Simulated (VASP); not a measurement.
# Si12O23 (a cell with a defect) in VASP: single point with PBE+D3(BJ)

Aim: the single point of Si12O23 (a cell with a defect) with PBE+D3(BJ).

All numbers are computed with VASP 6.6.1; they aren't measurements. Logs are shortened: lines on timing, memory, paths and dates and some standing lists are left out, and cuts for length are marked.

## Step 1: The cell of the first run

The cell holds a defect, 35 atoms: a = 7.399 Å, b = 7.399 Å, c = 9.994 Å, α = 70.26°, β = 70.26°, γ = 71.59°.

## Step 2: Single point, PBE+D3(BJ)

Input file INCAR:

```
  PREC = Accurate
  ENCUT = 520
  EDIFF = 1E-6
  ISMEAR = 0
  SIGMA = 0.02
  LREAL = Auto
  LASPH = True
  NELM = 120
  ALGO = Normal
  ISIF = 2
  LWAVE = False
  LCHARG = True
  GGA = PE
  IVDW = 12
  LELF = True
  LVHAR = True
  NELECT = 188.0
  NBANDS = 116
  GGA_COMPAT = False
```

Input file KPOINTS:

```
regular mesh
0
Gamma
  2 2 2
```

Input file POSCAR:

```
Si12O23
1.0
   -2.4986000000      4.3277020000      5.4571000000
    4.9972000000      0.0000000000      5.4571000000
    4.9972000000      8.6554040000      0.0000000000
Si O
12 23
Direct
    0.7614709408      0.2485544150      0.1219801369
    0.1711462388      0.1729459458      0.1860114952
    0.5696454395      0.1096688691      0.9501060444
    0.7627678713      0.2439515064      0.6135322427
    0.1638737120      0.1630744721      0.6828605415
    0.5779008893      0.0772182844      0.4524664592
    0.2545227520      0.7168659467      0.3545448846
    0.6852765217      0.6557342580      0.3851591490
    0.0935842469      0.6063588666      0.2332332000
    0.2323735576      0.7419363724      0.8918360047
    0.6508006902      0.6731219580      0.9293718814
    0.0580375169      0.6067247935      0.6988147001
    0.9844680801      0.1589874199      0.1386239931
    0.3474067330      0.2050994779      0.0315313344
    0.2424043164      0.9631237788      0.2947204125
    0.1173050255      0.3578448824      0.2545539986
    0.7294382944      0.1498242051      0.0101493355
    0.9806247842      0.1340524388      0.6435915621
    0.3521872786      0.1633395963      0.5406865887
    0.0954817269      0.7108202596      0.5271839761
    0.2134858864      0.9808617915      0.8219625231
    0.1042143571      0.3649876425      0.7340337262
    0.7275723754      0.1245483513      0.5179550773
    0.4584026247      0.6209146618      0.4139251167
    1.0801013122      0.6983718405      0.0515996158
    0.6031729286      0.2025496299      0.2798893682
    0.7489194942      0.4725452671      0.5358515252
    0.6226413848      0.8470603116      0.4682252900
    0.3337259681      0.6253092152      0.2024296966
    0.4644062431      0.6471041295      0.8922332477
    0.8261352798      0.6877529461      0.7768335016
    0.6009524650      0.2131871529      0.7750593395
    0.7355299919      0.4834388306      0.0493907326
    0.6044061214      0.8734267852      0.9797385042
    0.1918923811      0.6524182672      0.7793279648
```

Potentials or basis: VASP PAW PBE potentials, release 64 (Si, O).

Started as:

```sh
$ cat potpaw_PBE.64/Si/POTCAR potpaw_PBE.64/O/POTCAR > POTCAR
$ mpirun -np 1 vasp_std > vasp.out
```

OUTCAR:

```text
PREC = Accurate
   ENCUT = 520
   EDIFF = 1E-6
   ISMEAR = 0
   LREAL = Auto
   LASPH = True
   NELM = 120
   ISIF = 2
   GGA = PE
   IVDW = 12
   NELECT = 188.0
 IVDW          = 12

 ion  position               nearest neighbor table
   1  0.761  0.249  0.122-  13 1.62  33 1.62  26 1.62  17 1.64   6 3.10  11 3.10   3 3.13   2 3.15

   2  0.171  0.173  0.186-  15 1.61  16 1.61  13 1.65  14 1.65   3 3.11   1 3.15
   3  0.570  0.110  0.950-  14 1.62  34 1.62  32 1.62  17 1.63   2 3.11   4 3.12   1 3.13
   4  0.763  0.244  0.614-  27 1.59  23 1.63  18 1.64  32 1.65   5 3.10   3 3.12   6 3.14   8 3.15

   5  0.164  0.163  0.683-  19 1.62  22 1.62  18 1.62  21 1.63   4 3.10  10 3.11
   6  0.578  0.077  0.452-  28 1.59  23 1.63  26 1.64  19 1.64   1 3.10   4 3.14
   7  0.255  0.717  0.355-  24 1.67  15 1.70  29 1.72  20 1.72   9 2.41
   8  0.685  0.656  0.385-  24 1.69  27 1.74  28 1.74   9 2.85   4 3.15
   9  0.094  0.606  0.233-  25 1.74  16 1.74  29 1.74   7 2.41   8 2.85  10 3.11
  10  0.232  0.742  0.892-  25 1.61  35 1.63  30 1.64  21 1.65  11 3.11   5 3.11   9 3.11
  11  0.651  0.673  0.929-  33 1.62  34 1.62  30 1.62  31 1.63   1 3.10  10 3.11  12 3.13
  12  0.058  0.607  0.699-  20 1.59  31 1.64  35 1.64  22 1.65  11 3.13
  13  0.984  0.159  0.139-   1 1.62   2 1.65
  14  0.347  0.205  0.032-   3 1.62   2 1.65
  15  0.242  0.963  0.295-   2 1.61   7 1.70
  16  0.117  0.358  0.255-   2 1.61   9 1.74
  17  0.729  0.150  0.010-   3 1.63   1 1.64
  18  0.981  0.134  0.644-   5 1.62   4 1.64
[... 15 lines left out ...]
  34  0.604  0.873  0.980-   3 1.62  11 1.62
  35  0.192  0.652  0.779-  10 1.63  12 1.64

  LATTYP: Found a base centered monoclinic cell.
 ALAT       =    12.0038230660
 B/A-ratio  =     0.7210539654
 C/A-ratio  =     0.8326013878
 COS(beta)  =    -0.4163006939

  Lattice vectors:

 A1 = (   2.4986000000,  -4.3277020000,  -5.4571000000)
 A2 = (  -4.9972000000,   0.0000000000,  -5.4571000000)
 A3 = (   4.9972000000,   8.6554040000,   0.0000000000)

Analysis of symmetry for initial positions (statically):
=====================================================================
 Subroutine PRICEL returns:
 Original cell was already a primitive cell.

 Routine SETGRP: Setting up the symmetry group for a
 base centered monoclinic supercell.

 Subroutine GETGRP returns: Found  1 space group operations
 (whereof  1 operations were pure point group operations)
 out of a pool of  4 trial point group operations.

The static configuration has the point symmetry C_1 .

Analysis of symmetry for dynamics (positions and initial velocities):
=====================================================================
 Subroutine PRICEL returns:
 Original cell was already a primitive cell.

 Routine SETGRP: Setting up the symmetry group for a
 base centered monoclinic supercell.

 Subroutine GETGRP returns: Found  1 space group operations
 (whereof  1 operations were pure point group operations)
 out of a pool of  4 trial point group operations.

The dynamic configuration has the point symmetry C_1 .

 Subroutine INISYM returns: Found  1 space group operations
 (whereof  1 operations are pure point group operations),
 and found     1 'primitive' translations

----------------------------------------------------------------------------------------

                                     Primitive cell

  volume of cell :     472.0695

  direct lattice vectors                    reciprocal lattice vectors
    -2.498600000  4.327702000  5.457100000    -0.100056031  0.057767379  0.091623756
     4.997200000  0.000000000  5.457100000     0.100056031 -0.057767379  0.091623756
     4.997200000  8.655404000  0.000000000     0.050028016  0.086651068 -0.045811878

  length of vectors
     7.399455856  7.399455943  9.994399744     0.147455729  0.147455729  0.110045164

  position of ions in fractional coordinates (direct lattice)
     0.761470941  0.248554415  0.121980137
     0.171146239  0.172945946  0.186011495
     0.569645440  0.109668869  0.950106044
     0.762767871  0.243951506  0.613532243
     0.163873712  0.163074472  0.682860541
     0.577900889  0.077218284  0.452466459
[... 27 lines left out ...]
     0.604406121  0.873426785  0.979738504
     0.191892381  0.652418267  0.779327965

  ion indices of the primitive-cell ions
   primitive index   ion index
                 1           1
                 2           2
                 3           3
                 4           4
                 5           5
                 6           6
[... 27 lines left out ...]
                34          34
                35          35

----------------------------------------------------------------------------------------

 KPOINTS: regular mesh

Automatic generation of k-mesh.
 Grid dimensions read from file:
 generate k-points for:    2    2    2

 Generating k-lattice:

  Cartesian coordinates                     Fractional coordinates (reciprocal lattice)
    -0.050028016  0.028883689  0.045811878     0.500000000  0.000000000  0.000000000
     0.050028016 -0.028883689  0.045811878     0.000000000  0.500000000 -0.000000000
     0.025014008  0.043325534 -0.022905939     0.000000000  0.000000000  0.500000000

  Length of vectors
     0.073727865  0.073727865  0.055022582

  Shift w.r.t. Gamma in fractional coordinates (k-lattice)
     0.000000000  0.000000000  0.000000000

 Subroutine IBZKPT returns following result:
 ===========================================

 Found      8 irreducible k-points:

 Following reciprocal coordinates:
            Coordinates               Weight
  0.000000  0.000000  0.000000      1.000000
  0.500000 -0.000000  0.000000      1.000000
 -0.000000  0.500000 -0.000000      1.000000
  0.500000  0.500000  0.000000      1.000000
  0.000000  0.000000  0.500000      1.000000
  0.500000 -0.000000  0.500000      1.000000
  0.000000  0.500000  0.500000      1.000000
  0.500000  0.500000  0.500000      1.000000
   k-points           NKPTS =      8   k-points in BZ     NKDIM =      8   number of bands    NBANDS=    116
   number of dos      NEDOS =    301   number of ions     NIONS =     35
   total plane-waves  NPLWV = 250880
   dimension x,y,z NGX =    56 NGY =   56 NGZ =   80
   dimension x,y,z NGXF=   112 NGYF=  112 NGZF=  160
   ions per type =              12  23
   NGX,Y,Z   is equivalent  to a cutoff of  12.58, 12.58, 13.31 a.u.
   NGXF,Y,Z  is equivalent  to a cutoff of  25.16, 25.16, 26.61 a.u.
 SYSTEM =  unknown system
   PREC   = accura    normal or accurate (medium, high low for compatibility)
   ISTART =      0    job   : 0-new  1-cont  2-samecut
   ICHARG =      2    charge: 1-file 2-atom 10-const
   ISPIN  =      1    spin polarized calculation?
   LNONCOLLINEAR =      F non collinear calculations
   LSORBIT =      F    spin-orbit coupling
   LASPH  =      T    aspherical Exc in radial PAW
   ENCUT  =  520.0 eV  38.22 Ry    6.18 a.u.  13.76 13.76 18.58*2*pi/ulx,y,z
   NELM   =    120;   NELMIN=  2; NELMDL= -5     # of ELM steps
   EDIFF  = 0.1E-05   stopping-criterion for ELM
   LREAL  =      T    real-space projection
   EDIFFG = 0.1E-04   stopping-criterion for IOM
   NSW    =      0    number of steps for IOM
   IBRION =     -1    ionic relax: 0-MD 1-quasi-New 2-CG
   NFREE  =      0    steps in history (QN), initial steepest desc. (CG)
   ISIF   =      2    stress and relaxation
   ISYM   =      2    0-nonsym 1-usesym 2-fastsym
   POTIM  = 0.5000    time-step for ionic-motion
   TEBEG  =    0.0;   TEEND  =   0.0 temperature during run
   PSTRESS=    0.0 pullay stress
   NELECT =     188.0000    total number of electrons
   NUPDOWN=      -1.0000    fix difference up-down
   EMIN   =  10.00;   EMAX   =-10.00  energy-range for DOS
   EFERMI =   0.00;   METHOD = LEGACY
   ISMEAR =     0;   SIGMA  =   0.02  broadening in eV -4-tet -1-fermi 0-gaus
   EFERMI_NEDOS =   21; number of points for ismear=-14 and -15
   IALGO  =     38    algorithm
   IMIX   =      4    mixing-type and parameters
     AMIX     =   0.40;   BMIX     =  1.00
     AMIX_MAG =   1.60;   BMIX_MAG =  1.00
  volume/ion in A,a.u.               =      13.49        91.02
  Fermi-wavevector in a.u.,A,eV,Ry     =   1.204459  2.276098 19.738273  1.450722
  Thomas-Fermi vector in A             =   2.340184
   LORBIT       =      0    0 simple, 1 ext, 2 COOP (PROOUT), +10 PAW based schemes
   GGA     = PE    functional components
   LHFCALC =     F    Hartree Fock is set to
   AEXX    =    0.0000 exact exchange contribution
   IVDW    =    12    specifies the selected vdW correction
   LEPSILON=     F    determine dielectric tensor
   LRPA    =     F    only Hartree local field effects (RPA)
 non-spin polarized calculation
 Gauss-broadening in eV      SIGMA  =   0.02
  energy-cutoff  :      520.00
  volume of cell :      472.07
 maximum number of plane-waves:     12742
 NGX is ok and might be reduce to    56
   NGX = 27   NGY = 27   NGZ = 37

 number of electron     187.9999995 magnetization

 Free energy of the ion-electron system (eV)
  ---------------------------------------------------
  ext. energy  EPLUGINS =         0.00000000
  ---------------------------------------------------
  free energy    TOTEN  =      -262.05437751 eV

  energy without entropy =     -262.05437751  energy(sigma->0) =     -262.05437751

 E-fermi :   4.9465     XC(G=0):  -9.0558

 val. band max:        4.8241274078   @ k =   0.0000   0.0000   0.5000
 cond. band min:       6.5122914353   @ k =   0.0000   0.0000   0.0000
 fundamental gap:      1.6881640275
 Fermi energy:         4.9465026555

 k-point     1 :       0.0000    0.0000    0.0000
  band No.  band energies     occupation
      1     -18.7769      2.00000
      2     -18.3697      2.00000
      3     -18.1924      2.00000
      4     -17.9546      2.00000
      5     -17.7320      2.00000
      6     -17.5472      2.00000
[... 98 lines left out ...]
    105       9.7131      0.00000
    106       9.8087      0.00000

 k-point     2 :       0.5000   -0.0000    0.0000
  band No.  band energies     occupation
      1     -18.6337      2.00000
      2     -18.4332      2.00000
      3     -18.1543      2.00000
      4     -18.0917      2.00000
      5     -17.8329      2.00000
      6     -17.7492      2.00000
[... 752 lines left out ...]
    105       9.6113      0.00000
    106       9.6555      0.00000
 [bands above 106 left out]

------------------------ aborting loop because EDIFF is reached ----------------------------------------

 Edisp (eV)   -4.74637

 E8    (eV) :    -1.6139

  FORCE on cell =-STRESS in cart. coord.  units (eV):
  Direction    XX          YY          ZZ          XY          YZ          ZX
  --------------------------------------------------------------------------------------
  -------------------------------------------------------------------------------------
  Total       8.49324    11.75178    11.07086    -2.03484    -0.64122    -1.85744
  in kB      28.82558    39.88487    37.57387    -6.90613    -2.17625    -6.30405
  external pressure =       35.43 kB  Pullay stress =        0.00 kB

 VOLUME and BASIS-vectors are now :
 -----------------------------------------------------------------------------
  energy-cutoff  :      520.00
  volume of cell :      472.07
      direct lattice vectors                 reciprocal lattice vectors
    -2.498600000  4.327702000  5.457100000    -0.100056031  0.057767379  0.091623756
     4.997200000  0.000000000  5.457100000     0.100056031 -0.057767379  0.091623756
     4.997200000  8.655404000  0.000000000     0.050028016  0.086651068 -0.045811878

 POSITION                                       TOTAL-FORCE (eV/Angst)
 -----------------------------------------------------------------------------------
     -0.05098      4.35121      5.51181        -0.023807      0.003861      0.014654
      1.36616      2.35067      1.87775        -0.006832     -0.013889     -0.013190
      3.87259     10.68881      3.70709        -0.002163      0.005537      0.006549
      2.37917      8.61140      5.49377        -0.026179      0.014703     -0.032587
      3.81785      6.61963      1.78419         0.004994      0.005220      0.010513
      1.20300      6.41726      3.57505         0.033408     -0.012722      0.002772
[... 27 lines left out ...]
      7.75047     11.09572      8.06468        -0.003932     -0.019605      0.004754
      6.67526      7.57585      4.60749         0.016734     -0.007284     -0.008754
 -----------------------------------------------------------------------------------
    total drift:                               -0.001431     -0.013758     -0.008268

  FREE ENERGIE OF THE ION-ELECTRON SYSTEM (eV)
  ---------------------------------------------------
  free  energy   TOTEN  =      -266.8007467092 eV

  energy  without entropy=     -266.8007467092  energy(sigma->0) =     -266.80074671
```

Run time: 8.8 min. Hardware: 1 thread of AMD EPYC 9R45 (Zen 5), shared host; peak memory 0.63 GiB.

What came out:

```
Free energy                : -266.8007 eV
Largest force              : 0.080 eV/Å
Dispersion energy per atom : -0.136 eV
```

Forces on the atoms (eV/Å):
```
Si  -0.024  0.004  0.015
Si  -0.007 -0.014 -0.013
Si  -0.002  0.006  0.007
Si  -0.026  0.015 -0.033
Si   0.005  0.005  0.011
Si   0.033 -0.013  0.003
Si   0.060  0.011  0.002
Si   0.001  0.041  0.026
Si   0.040 -0.027 -0.065
Si  -0.041 -0.025  0.022
Si   0.008  0.013  0.013
Si   0.010  0.012 -0.001
O    0.007  0.002  0.017
O    0.006  0.013 -0.016
O   -0.018  0.013 -0.031
O    0.032 -0.005  0.031
O    0.011 -0.004 -0.011
O    0.014  0.000 -0.001
O   -0.006  0.012  0.002
O   -0.041 -0.036  0.016
O   -0.015  0.009 -0.009
O    0.004 -0.010  0.015
O    0.017 -0.009  0.001
O   -0.004  0.014 -0.010
O    0.025  0.046 -0.028
O   -0.001  0.007  0.002
O    0.016 -0.040  0.038
O   -0.055 -0.010 -0.025
O   -0.057 -0.009  0.039
O    0.020 -0.005 -0.004
O   -0.004  0.018  0.000
O   -0.021  0.001  0.008
O    0.000 -0.009 -0.017
O   -0.004 -0.020  0.005
O    0.017 -0.007 -0.009
```

Caveat: the k points lie up to 0.46 Å⁻¹ apart; the cell carries a net charge on a neutralising background, which shifts energy and pressure; the cell is charged against a uniform background, so pressure and absolute levels hang on convention.
